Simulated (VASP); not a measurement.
# SnO (P4/nmm) in VASP: further runs, part 2 of 3

VASP 6.6.1.

## (3) Single point, LDA (volume 15.193 Å^3 an atom, c/a of the conventional cell 1.0302)

Input file INCAR:

```
ALGO     = Normal         # electronic algorithm
EDIFF    = 1E-6           # SCF threshold, eV
ENCUT    = 520            # plane-wave cutoff, eV
GGA      = CA             # functional
ISIF     = 2              # what is computed and relaxed
ISMEAR   = 0              # smearing method
LASPH    = True           # aspherical terms in the spheres
LCHARG   = True           # write CHGCAR
LELF     = True           # ELF
LREAL    = False          # projectors in reciprocal space
LVHAR    = True         
LWAVE    = False          # write WAVECAR
NBANDS   = 28             # bands
NELM     = 60             # most SCF steps
PREC     = Accurate       # precision mode
SIGMA    = 0.15           # smearing width, eV
```

Input file KPOINTS:

```
k-points
0
Gamma
  12 12 10
```

Input file POSCAR:

```
SnO
1.0
    3.8927871788      0.0000000000      0.0000000000
    0.0000000000      3.8927871788      0.0000000000
    0.0000000000      0.0000000000      4.0103493516
Sn O
2 2
Direct
    0.0000000000      0.5000000000      0.2457459271
    0.5000000000      0.0000000000      0.7542540729
    0.0000000000      0.0000000000      0.0000000000
    0.5000000000      0.5000000000      0.0000000000
```

Potentials or basis: VASP PAW LDA potentials, release 64 (Sn_d, O).

Run with:

```console
> cat potpaw_LDA.64/Sn_d/POTCAR potpaw_LDA.64/O/POTCAR > POTCAR
> mpirun -np 1 vasp_std > vasp.out
```

OUTCAR:

```text
EDIFF = 1E-6
   ENCUT = 520
   GGA = CA
   ISIF = 2
   ISMEAR = 0
   LASPH = True
   LREAL = False
   NELM = 60
   PREC = Accurate

 ion  position               nearest neighbor table
   1  0.000  0.500  0.246-   3 2.18   4 2.18   3 2.18   4 2.18   2 3.39   2 3.39   2 3.39   2 3.39
                             2 3.43   2 3.43   2 3.43   2 3.43
   2  0.500  0.000  0.754-   3 2.18   4 2.18   4 2.18   3 2.18   1 3.39   1 3.39   1 3.39   1 3.39
                             1 3.43   1 3.43   1 3.43   1 3.43
   3  0.000  0.000  0.000-   1 2.18   2 2.18   1 2.18   2 2.18
   4  0.500  0.500  0.000-   1 2.18   2 2.18   2 2.18   1 2.18

  LATTYP: Found a simple tetragonal cell.
 ALAT       =     3.8927871788
 C/A-ratio  =     1.0302000000

  Lattice vectors:

 A1 = (   3.8927871788,   0.0000000000,   0.0000000000)
 A2 = (   0.0000000000,   3.8927871788,   0.0000000000)
 A3 = (   0.0000000000,   0.0000000000,   4.0103493516)

Analysis of symmetry for initial positions (statically):
=====================================================================
 Subroutine PRICEL returns:
 Original cell was already a primitive cell.

 Routine SETGRP: Setting up the symmetry group for a
 simple tetragonal supercell.

 Subroutine GETGRP returns: Found 16 space group operations
 (whereof  8 operations were pure point group operations)
 out of a pool of 16 trial point group operations.

The static configuration has the point symmetry D_2d.
 The point group associated with its full space group is D_4h.

Analysis of symmetry for dynamics (positions and initial velocities):
=====================================================================
 Subroutine PRICEL returns:
 Original cell was already a primitive cell.

 Routine SETGRP: Setting up the symmetry group for a
 simple tetragonal supercell.

 Subroutine GETGRP returns: Found 16 space group operations
 (whereof  8 operations were pure point group operations)
 out of a pool of 16 trial point group operations.

The dynamic configuration has the point symmetry D_2d.
 The point group associated with its full space group is D_4h.

 Subroutine INISYM returns: Found 16 space group operations
 (whereof  8 operations are pure point group operations),
 and found     1 'primitive' translations

----------------------------------------------------------------------------------------

                                     Primitive cell

  volume of cell :      60.7720

  direct lattice vectors                    reciprocal lattice vectors
     3.892787179  0.000000000  0.000000000     0.256885351  0.000000000  0.000000000
     0.000000000  3.892787179  0.000000000     0.000000000  0.256885351  0.000000000
     0.000000000  0.000000000  4.010349352     0.000000000  0.000000000  0.249354835

  length of vectors
     3.892787179  3.892787179  4.010349352     0.256885351  0.256885351  0.249354835

  position of ions in fractional coordinates (direct lattice)
     0.000000000  0.500000000  0.245745927
     0.500000000  0.000000000  0.754254073
     0.000000000  0.000000000  0.000000000
     0.500000000  0.500000000  0.000000000

  ion indices of the primitive-cell ions
   primitive index   ion index
                 1           1
                 2           2
                 3           3
                 4           4

----------------------------------------------------------------------------------------

 KPOINTS: k-points

Automatic generation of k-mesh.
 Grid dimensions read from file:
 generate k-points for:   12   12   10

 Generating k-lattice:

  Cartesian coordinates                     Fractional coordinates (reciprocal lattice)
     0.021407113  0.000000000  0.000000000     0.083333333  0.000000000  0.000000000
     0.000000000  0.021407113  0.000000000     0.000000000  0.083333333  0.000000000
     0.000000000  0.000000000  0.024935483     0.000000000  0.000000000  0.100000000

  Length of vectors
     0.021407113  0.021407113  0.024935483

  Shift w.r.t. Gamma in fractional coordinates (k-lattice)
     0.000000000  0.000000000  0.000000000

 Subroutine IBZKPT returns following result:
 ===========================================

 Found    168 irreducible k-points:

 Following reciprocal coordinates:
            Coordinates               Weight
  0.000000  0.000000  0.000000      1.000000
  0.083333  0.000000  0.000000      4.000000
  0.166667  0.000000  0.000000      4.000000
  0.250000  0.000000  0.000000      4.000000
  0.333333  0.000000  0.000000      4.000000
  0.416667  0.000000  0.000000      4.000000
[... 16 lines left out ...]
  0.333333  0.333333  0.000000      4.000000
  0.416667  0.333333  0.000000      8.000000
 [... further k-points ...]
   k-points           NKPTS =    168   k-points in BZ     NKDIM =    168   number of bands    NBANDS=     28
   number of dos      NEDOS =    301   number of ions     NIONS =      4
   total plane-waves  NPLWV =  27000
   dimension x,y,z NGX =    30 NGY =   30 NGZ =   30
   dimension x,y,z NGXF=    60 NGYF=   60 NGZF=   60
   ions per type =               2   2
   NGX,Y,Z   is equivalent  to a cutoff of  12.81, 12.81, 12.44 a.u.
   NGXF,Y,Z  is equivalent  to a cutoff of  25.62, 25.62, 24.87 a.u.
 SYSTEM =  unknown system
   PREC   = accura    normal or accurate (medium, high low for compatibility)
   ISTART =      0    job   : 0-new  1-cont  2-samecut
   ICHARG =      2    charge: 1-file 2-atom 10-const
   ISPIN  =      1    spin polarized calculation?
   LNONCOLLINEAR =      F non collinear calculations
   LSORBIT =      F    spin-orbit coupling
   LASPH  =      T    aspherical Exc in radial PAW
   ENCUT  =  520.0 eV  38.22 Ry    6.18 a.u.   7.24  7.24  7.46*2*pi/ulx,y,z
   NELM   =     60;   NELMIN=  2; NELMDL= -5     # of ELM steps
   EDIFF  = 0.1E-05   stopping-criterion for ELM
   LREAL  =      F    real-space projection
   EDIFFG = 0.1E-04   stopping-criterion for IOM
   NSW    =      0    number of steps for IOM
   IBRION =     -1    ionic relax: 0-MD 1-quasi-New 2-CG
   NFREE  =      0    steps in history (QN), initial steepest desc. (CG)
   ISIF   =      2    stress and relaxation
   ISYM   =      2    0-nonsym 1-usesym 2-fastsym
   POTIM  = 0.5000    time-step for ionic-motion
   TEBEG  =    0.0;   TEEND  =   0.0 temperature during run
   PSTRESS=    0.0 pullay stress
   NELECT =      40.0000    total number of electrons
   NUPDOWN=      -1.0000    fix difference up-down
   EMIN   =  10.00;   EMAX   =-10.00  energy-range for DOS
   EFERMI =   0.00;   METHOD = LEGACY
   ISMEAR =     0;   SIGMA  =   0.15  broadening in eV -4-tet -1-fermi 0-gaus
   EFERMI_NEDOS =   21; number of points for ismear=-14 and -15
   IALGO  =     38    algorithm
   IMIX   =      4    mixing-type and parameters
     AMIX     =   0.40;   BMIX     =  1.00
     AMIX_MAG =   1.60;   BMIX_MAG =  1.00
  volume/ion in A,a.u.               =      15.19       102.53
  Fermi-wavevector in a.u.,A,eV,Ry     =   1.424056  2.691075 27.591727  2.027935
  Thomas-Fermi vector in A             =   2.544587
   LORBIT       =      0    0 simple, 1 ext, 2 COOP (PROOUT), +10 PAW based schemes
   GGA     = CA    functional components
   LHFCALC =     F    Hartree Fock is set to
   AEXX    =    0.0000 exact exchange contribution
   IVDW    =     0    specifies the selected vdW correction
   LEPSILON=     F    determine dielectric tensor
   LRPA    =     F    only Hartree local field effects (RPA)
 non-spin polarized calculation
 Gauss-broadening in eV      SIGMA  =   0.15
  energy-cutoff  :      520.00
  volume of cell :       60.77
 maximum number of plane-waves:      1664
 NGX is ok and might be reduce to    30
   NGX = 15   NGY = 15   NGZ = 15

 number of electron      39.9999980 magnetization

 Free energy of the ion-electron system (eV)
  ---------------------------------------------------
  ext. energy  EPLUGINS =         0.00000000
  ---------------------------------------------------
  free energy    TOTEN  =       -25.36334447 eV

  energy without entropy =      -25.36326265  energy(sigma->0) =      -25.36330356

 E-fermi :   8.3827     XC(G=0): -11.4753

 val. band max:        8.1059230523   @ k =   0.1667   0.1667   0.0000
 cond. band min:       8.5547019370   @ k =   0.5000   0.5000   0.0000
 fundamental gap:      0.4487788847
 Fermi energy:         8.3827136687

 k-point     1 :       0.0000    0.0000    0.0000
  band No.  band energies     occupation
      1     -13.6181      2.00000
      2     -12.9826      2.00000
      3     -12.9826      2.00000
      4     -12.9373      2.00000
      5     -12.9351      2.00000
      6     -12.9075      2.00000
[... 20 lines left out ...]
     27      15.7964      0.00000
[... 691 lines left out ...]
      6     -12.8794      2.00000
[... 20 lines left out ...]
     27      17.6852      0.00000
     28      18.1087      0.00000

 [... further k-points ...]
[... 5 lines left out ...]
  --------------------------------------------------------------------------------------
  -------------------------------------------------------------------------------------
  Total        1.4493862      1.4493862      4.8284609      0.0000000      0.0000000      0.0000000
  in kB       38.2112448     38.2112448    127.2962968      0.0000000      0.0000000      0.0000000
  external PRESSURE =      67.9062621 kB  Pullay stress =       0.0000000 kB

 VOLUME and BASIS-vectors are now :
 -----------------------------------------------------------------------------
  energy-cutoff  :      520.00
  volume of cell :       60.77
      direct lattice vectors                 reciprocal lattice vectors
     3.892787179  0.000000000  0.000000000     0.256885351  0.000000000  0.000000000
     0.000000000  3.892787179  0.000000000     0.000000000  0.256885351  0.000000000
     0.000000000  0.000000000  4.010349352     0.000000000  0.000000000  0.249354835

 POSITION                                       TOTAL-FORCE (eV/Angst)
 -----------------------------------------------------------------------------------
      0.00000      1.94639      0.98553        -0.000000     -0.000000      1.422203
      1.94639      0.00000      3.02482         0.000000      0.000000     -1.422203
      0.00000      0.00000      0.00000        -0.000000     -0.000000      0.000000
      1.94639      1.94639      0.00000        -0.000000      0.000000      0.000000
 -----------------------------------------------------------------------------------
    total drift:                                0.000000      0.000000      0.000000

  FREE ENERGIE OF THE ION-ELECTRON SYSTEM (eV)
  ---------------------------------------------------
  free  energy   TOTEN  =       -25.3633444708 eV

  energy  without entropy=      -25.3632626509  energy(sigma->0) =      -25.36330356
```

Run time: 2.5 min. Hardware: 1 thread of Intel Xeon 6975P-C (Granite Rapids), shared host; peak memory 0.31 GiB.

Results:

```yaml
Free_energy: -25.3633 eV
Pressure: 6.8 GPa
Largest_force: 1.422 eV/Å
Band_gap_on_the_k_mesh: 0.45 eV, indirect (least direct gap 1.25 eV)
```

Forces in eV/Å, atoms in the order of the input:
```
Sn   0.000  0.000  1.422
Sn   0.000  0.000 -1.422
O    0.000  0.000  0.000
O    0.000  0.000  0.000
```

Caveat: spin-orbit coupling is left out, which moves the levels of the heavy elements; forces of over 1 eV/Å act on the atoms, so gaps and moduli don't describe the material at rest. A k mesh can miss the band edges.

(Part 2 of 3 ends here.)
